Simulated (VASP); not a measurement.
# HfSiF (P4/nmm) in VASP: further runs, part 3 of 3

VASP 6.6.1.

## 7. Relaxation of cell and atoms, PBE

This run uses another cell than the first one, of 13.56 Å³/atom, 0.949 times its volume.

INCAR

```
ALGO = Normal
EDIFF = 1E-7
EDIFFG = -0.04
ENCUT = 600
GGA = PE
IBRION = 2
ISIF = 3
ISMEAR = 0
LASPH = T
LCHARG = F
LREAL = F
LWAVE = F
NELM = 60
NSW = 90
PREC = Accurate
SIGMA = 0.1
```

KPOINTS

```
k-points
0
Gamma
  6 6 2
```

POSCAR

```
HfSiF
1.0
    3.2443980600      0.0000000000      0.0000000000
    0.0000000000      3.2443980600      0.0000000000
    0.0000000000      0.0000000000      7.7265191600
Hf Si F
2 2 2
Direct
    0.0000000000      0.5000000000      0.3838599900
    0.5000000000      0.0000000000      0.6161400100
    0.5000000000      0.0000000000      0.1791800000
    0.0000000000      0.5000000000      0.8208200000
    0.0000000000      0.0000000000      0.5000000000
    0.5000000000      0.5000000000      0.5000000000
```

Potentials or basis: VASP PAW PBE potentials, release 64 (Hf_pv, Si, F).

On the command line:

```sh
cat potpaw_PBE.64/Hf_pv/POTCAR potpaw_PBE.64/Si/POTCAR potpaw_PBE.64/F/POTCAR > POTCAR
mpirun -np 1 vasp_std > vasp.out
```

OUTCAR:

```text
EDIFF = 1E-7
   EDIFFG = -0.04
   ENCUT = 600
   GGA = PE
   IBRION = 2
   ISIF = 3
   ISMEAR = 0
   LASPH = T
   LREAL = F
   NELM = 60
   NSW = 90
   PREC = Accurate

 ion  position               nearest neighbor table
   1  0.000  0.500  0.384-   5 1.85   6 1.85   5 1.85   6 1.85   3 2.79   3 2.79   3 2.79   3 2.79
                             2 2.91   2 2.91   2 2.91   2 2.91   4 3.38
   2  0.500  0.000  0.616-   5 1.85   6 1.85   6 1.85   5 1.85   4 2.79   4 2.79   4 2.79   4 2.79
                             1 2.91   1 2.91   1 2.91   1 2.91   3 3.38
   3  0.500  0.000  0.179-   1 2.79   1 2.79   1 2.79   1 2.79   2 3.38
   4  0.000  0.500  0.821-   2 2.79   2 2.79   2 2.79   2 2.79   1 3.38
   5  0.000  0.000  0.500-   1 1.85   2 1.85   1 1.85   2 1.85
   6  0.500  0.500  0.500-   1 1.85   2 1.85   2 1.85   1 1.85

  LATTYP: Found a simple tetragonal cell.
 ALAT       =     3.2443980600
 C/A-ratio  =     2.3814954322

  Lattice vectors:

 A1 = (   3.2443980600,   0.0000000000,   0.0000000000)
 A2 = (   0.0000000000,   3.2443980600,   0.0000000000)
 A3 = (   0.0000000000,   0.0000000000,   7.7265191600)

Analysis of symmetry for initial positions (statically):
=====================================================================
 Subroutine PRICEL returns:
 Original cell was already a primitive cell.

 Routine SETGRP: Setting up the symmetry group for a
 simple tetragonal supercell.

 Subroutine GETGRP returns: Found 16 space group operations
 (whereof  8 operations were pure point group operations)
 out of a pool of 16 trial point group operations.

The static configuration has the point symmetry D_2d.
 The point group associated with its full space group is D_4h.

Analysis of symmetry for dynamics (positions and initial velocities):
=====================================================================
 Subroutine PRICEL returns:
 Original cell was already a primitive cell.

 Routine SETGRP: Setting up the symmetry group for a
 simple tetragonal supercell.

 Subroutine GETGRP returns: Found 16 space group operations
 (whereof  8 operations were pure point group operations)
 out of a pool of 16 trial point group operations.

The dynamic configuration has the point symmetry D_2d.
 The point group associated with its full space group is D_4h.

 Subroutine INISYM returns: Found 16 space group operations
 (whereof  8 operations are pure point group operations),
 and found     1 'primitive' translations

----------------------------------------------------------------------------------------

                                     Primitive cell

  volume of cell :      81.3303

  direct lattice vectors                    reciprocal lattice vectors
     3.244398060  0.000000000  0.000000000     0.308223585  0.000000000  0.000000000
     0.000000000  3.244398060  0.000000000     0.000000000  0.308223585  0.000000000
     0.000000000  0.000000000  7.726519160     0.000000000  0.000000000  0.129424386

  length of vectors
     3.244398060  3.244398060  7.726519160     0.308223585  0.308223585  0.129424386

  position of ions in fractional coordinates (direct lattice)
     0.000000000  0.500000000  0.383859990
     0.500000000  0.000000000  0.616140010
     0.500000000  0.000000000  0.179180000
     0.000000000  0.500000000  0.820820000
     0.000000000  0.000000000  0.500000000
     0.500000000  0.500000000  0.500000000

  ion indices of the primitive-cell ions
   primitive index   ion index
                 1           1
                 2           2
                 3           3
                 4           4
                 5           5
                 6           6
[... 60 lines left out ...]
   ICHARG =      2    charge: 1-file 2-atom 10-const
   ISPIN  =      1    spin polarized calculation?
   LNONCOLLINEAR =      F non collinear calculations
   LSORBIT =      F    spin-orbit coupling
   LASPH  =      T    aspherical Exc in radial PAW
   ENCUT  =  600.0 eV  44.10 Ry    6.64 a.u.   6.48  6.48 15.43*2*pi/ulx,y,z
   NELM   =     60;   NELMIN=  2; NELMDL= -5     # of ELM steps
   EDIFF  = 0.1E-06   stopping-criterion for ELM
   LREAL  =      F    real-space projection
   EDIFFG = -.4E-01   stopping-criterion for IOM
   NSW    =     90    number of steps for IOM
   IBRION =      2    ionic relax: 0-MD 1-quasi-New 2-CG
   NFREE  =      1    steps in history (QN), initial steepest desc. (CG)
   ISIF   =      3    stress and relaxation
   ISYM   =      2    0-nonsym 1-usesym 2-fastsym
   POTIM  = 0.5000    time-step for ionic-motion
   TEBEG  =    0.0;   TEEND  =   0.0 temperature during run
   PSTRESS=    0.0 pullay stress
   NELECT =      42.0000    total number of electrons
   NUPDOWN=      -1.0000    fix difference up-down
   EMIN   =  10.00;   EMAX   =-10.00  energy-range for DOS
   EFERMI =   0.00;   METHOD = LEGACY
   ISMEAR =     0;   SIGMA  =   0.10  broadening in eV -4-tet -1-fermi 0-gaus
   EFERMI_NEDOS =   21; number of points for ismear=-14 and -15
   IALGO  =     38    algorithm
   IMIX   =      4    mixing-type and parameters
     AMIX     =   0.40;   BMIX     =  1.00
     AMIX_MAG =   1.60;   BMIX_MAG =  1.00
  volume/ion in A,a.u.               =      13.56        91.47
  Fermi-wavevector in a.u.,A,eV,Ry     =   1.313431  2.482024 23.471418  1.725101
  Thomas-Fermi vector in A             =   2.443754
   LORBIT       =      0    0 simple, 1 ext, 2 COOP (PROOUT), +10 PAW based schemes
   GGA     = PE    functional components
   LHFCALC =     F    Hartree Fock is set to
   AEXX    =    0.0000 exact exchange contribution
   IVDW    =     0    specifies the selected vdW correction
   LEPSILON=     F    determine dielectric tensor
   LRPA    =     F    only Hartree local field effects (RPA)
 conjugate gradient relaxation of ions
 non-spin polarized calculation
 Gauss-broadening in eV      SIGMA  =   0.10
  energy-cutoff  :      600.00
  volume of cell :       81.33
 maximum number of plane-waves:      2742
 NGX is ok and might be reduce to    28
   NGX = 13   NGY = 13   NGZ = 31

--------------------------------------- Ionic step        1  -------------------------------------------

 number of electron      42.0000012 magnetization

 Free energy of the ion-electron system (eV)
  ---------------------------------------------------
  ext. energy  EPLUGINS =         0.00000000
  ---------------------------------------------------
  free energy    TOTEN  =       -28.17651041 eV

  energy without entropy =      -28.16392962  energy(sigma->0) =      -28.17022001

------------------------ aborting loop because EDIFF is reached ----------------------------------------

  FORCE on cell =-STRESS in cart. coord.  units (eV):
  Direction    XX          YY          ZZ          XY          YZ          ZX
  --------------------------------------------------------------------------------------
  -------------------------------------------------------------------------------------
  Total       51.2667448     51.2667448     32.0063808      0.0000000     -0.0000000      0.0000000
  in kB     1009.9367444   1009.9367444    630.5143841      0.0000000     -0.0000000      0.0000000
  external PRESSURE =     883.4626243 kB  Pullay stress =       0.0000000 kB
[... 101 lines left out ...]
  FREE ENERGIE OF THE ION-ELECTRON SYSTEM (eV)
  ---------------------------------------------------
  free  energy   TOTEN  =       -39.6302721492 eV

  energy  without entropy=      -39.6040998935  energy(sigma->0) =      -39.61718602

 E-fermi :   4.1685     XC(G=0):  -9.8188

 val. band max:        4.1609040802   @ k =   0.3333   0.0000   0.5000
 cond. band min:       4.1813893352   @ k =   0.3333   0.0000   0.0000
 fundamental gap:      0.0204852550
 Fermi energy:         4.1684966833

 k-point     1 :       0.0000    0.0000    0.0000
  band No.  band energies     occupation
      1     -28.3980      2.00000
      2     -28.2102      2.00000
      3     -27.9143      2.00000
      4     -27.9143      2.00000
      5     -27.8903      2.00000
      6     -27.8903      2.00000
[... 549 lines left out ...]
     24       5.7598      0.00000
     25       7.0320      0.00000

[... ionic steps 4 to 37 ...]

--------------------------------------- Ionic step       38  -------------------------------------------

 number of electron      41.9999994 magnetization

------------------------ aborting loop because EDIFF is reached ----------------------------------------
[... 75 lines left out ...]
--------------------------------------- Ionic step       40  -------------------------------------------

 number of electron      41.9999994 magnetization

 Free energy of the ion-electron system (eV)
  ---------------------------------------------------
  ext. energy  EPLUGINS =         0.00000000
  ---------------------------------------------------
  free energy    TOTEN  =       -44.00334420 eV

  energy without entropy =      -43.97881541  energy(sigma->0) =      -43.99107981

 E-fermi :   6.9274     XC(G=0): -11.3980

 val. band max:        6.9147302295   @ k =   0.1667   0.1667   0.0000
 cond. band min:       6.9467999241   @ k =   0.3333   0.1667   0.5000
 fundamental gap:      0.0320696946
 Fermi energy:         6.9274006114

 k-point     1 :       0.0000    0.0000    0.0000
  band No.  band energies     occupation
      1     -24.5437      2.00000
      2     -24.2660      2.00000
      3     -24.1350      2.00000
      4     -24.1350      2.00000
      5     -24.1204      2.00000
      6     -24.1204      2.00000
[... 582 lines left out ...]
  FREE ENERGIE OF THE ION-ELECTRON SYSTEM (eV)
  ---------------------------------------------------
  free  energy   TOTEN  =       -44.0033442030 eV

  energy  without entropy=      -43.9788154131  energy(sigma->0) =      -43.99107981

 reached required accuracy - stopping structural energy minimisation
```

It took 11 min on 1 thread of Intel Xeon 6975P-C (Granite Rapids), shared host; peak memory 0.26 GiB.

What came out:

```yaml
Free_energy: -44.0033 eV
Relaxed_volume: 14.15 Å³/atom
Relaxed_cell: a = 3.382 Å, b = 3.382 Å, c = 7.425 Å, α = 90.00°, β = 90.00°, γ = 90.00°
Space_group_after_relaxing_to_0.05_Å: P4/nmm (No. 129)
Energy_gained_by_relaxing: 2637.8 meV/atom
Ionic_steps: 40
Pressure_after_relaxing: 0.0 GPa
Largest_force_after_relaxing: 0.013 eV/Å
Band_gap_on_the_k_mesh: zero (band 21 reaches 7.66 eV, above the bottom of band 22 at 6.01 eV)
```

Forces in eV/Å, atoms in the order of the input:
```
Hf   0.000  0.000 -0.007
Hf   0.000  0.000  0.007
Si   0.000  0.000 -0.013
Si   0.000  0.000  0.013
F    0.000  0.000  0.000
F    0.000  0.000  0.000
```

Step by step:
```
step  energy change (eV)  largest force (eV/Å)  pressure (GPa)  volume (Å³)
   1              0.0000               17.0660           88.35        81.33
   2              0.0936                0.8852          -25.36       203.94
   3            -11.4538                2.0239          -14.74       123.77
   4            -11.7589                2.7166          -11.78       118.38
   5            -11.8780                3.8502           -6.31       111.23
   6            -11.8839                3.7348           -6.91       111.89
   7            -13.3454                1.0947           -3.24       103.98
   8            -13.4402                0.6466           -1.27       101.92
   9            -13.4416                0.6820           -0.95       101.63
  10            -13.4992                0.8350           -0.32       100.12
  11            -13.6996                1.3749            1.66        95.64
  12            -14.2242                2.0571            7.33        87.02
  13            -13.9280                2.9492           41.72        71.06
  14            -14.3215                2.3867           14.68        81.88
  15            -14.3969                3.1415           25.10        76.37
  16            -14.3996                3.1421           25.20        76.32
  17            -14.4075                3.1434           25.49        76.18
  18            -14.4216                3.1430           26.09        75.90
  19            -14.4425                3.1285           27.34        75.33
  20            -14.4463                3.0270           30.13        74.21
  21            -14.4511                3.0814           28.98        74.65
  22            -14.4781                3.0449           28.64        74.73
  23            -14.5571                2.9357           27.61        74.98
  24            -14.7065                2.7201           25.62        75.48
  25            -14.9717                2.2977           21.89        76.49
  26            -15.3758                1.4796           15.36        78.52
  27            -15.7296                0.2479            5.57        82.70
  28            -15.7343                0.3897            4.60        83.25
  29            -15.7623                0.2824            3.68        83.61
  30            -15.8098                0.1777            1.14        84.69
  31            -15.8156                0.3157            0.08        85.18
  32            -15.8157                0.3396           -0.11        85.27
  33            -15.8186                0.2556           -0.12        85.26
  34            -15.8231                0.0998           -0.12        85.24
  35            -15.8234                0.1035           -0.12        85.23
  36            -15.8240                0.0983           -0.09        85.19
  37            -15.8255                0.0824           -0.01        85.05
  38            -15.8265                0.0434            0.16        84.78
  39            -15.8265                0.0479            0.15        84.81
  40            -15.8268                0.0126           -0.05        84.92
```

Final structure:
```xyz
6
Lattice="3.3818 0.0000 0.0000 0.0000 3.3818 0.0000 0.0000 0.0000 7.4251" Properties=species:S:1:pos:R:3 pbc="T T T"
Hf    0.0000    1.6909    2.0889
Hf    1.6909    0.0000    5.3362
Si    1.6909    0.0000    0.6304
Si    0.0000    1.6909    6.7947
F     0.0000    0.0000    3.7126
F     1.6909    1.6909    3.7126
```

Caveat: the k points lie up to 0.42 Å⁻¹ apart in the final cell; spin-orbit coupling is left out, which moves the levels of the heavy elements.

## 8. Summary

| task | cell | k mesh | cutoff (eV) | gap on the mesh (eV) | pressure (GPa) | relaxed volume (Å³/atom) | largest force (eV/Å) |
| --- | --- | --- | --- | --- | --- | --- | --- |
| single point | a = 3.394, b = 3.394, c = 7.442 Å, 6 atoms | 12 × 12 × 6 | 520 | none | -1.1 | - | 0.14 |
| relaxation of cell and atoms | relaxed from a = 3.385, b = 3.385, c = 7.462 Å, 6 atoms | 12 × 12 × 6 | 600 | none | 0.0 | 14.16 | - |
| single point | a = 3.385, b = 3.385, c = 7.462 Å, 6 atoms | 6 × 6 × 4 | 520 | none | -1.1 | - | 0.15 |
| single point | a = 3.244, b = 3.244, c = 7.727 Å, 6 atoms | 6 × 6 × 2 | 520 | none | 88.5 | - | 17.07 |
| single point | a = 3.385, b = 3.385, c = 7.462 Å, 6 atoms | 6 × 6 × 2 | 520 | none | -1.0 | - | 0.14 |
| relaxation of cell and atoms | relaxed from a = 3.244, b = 3.244, c = 7.727 Å, 6 atoms | 6 × 6 × 2 | 600 | none | 0.0 | 14.15 | 0.01 |

Alike in all rows: level PBE; potentials or basis VASP PAW PBE potentials, release 64 (Hf_pv, Si, F); no spin polarisation; smearing gaussian 0.1 eV.

Caveats: some runs use coarse meshes; spin-orbit coupling is left out, which moves the levels of the heavy elements; forces of over 1 eV/Å act on the atoms, so gaps and moduli don't describe the material at rest (some runs).

Absolute energies hang on the potentials; compare differences alone.
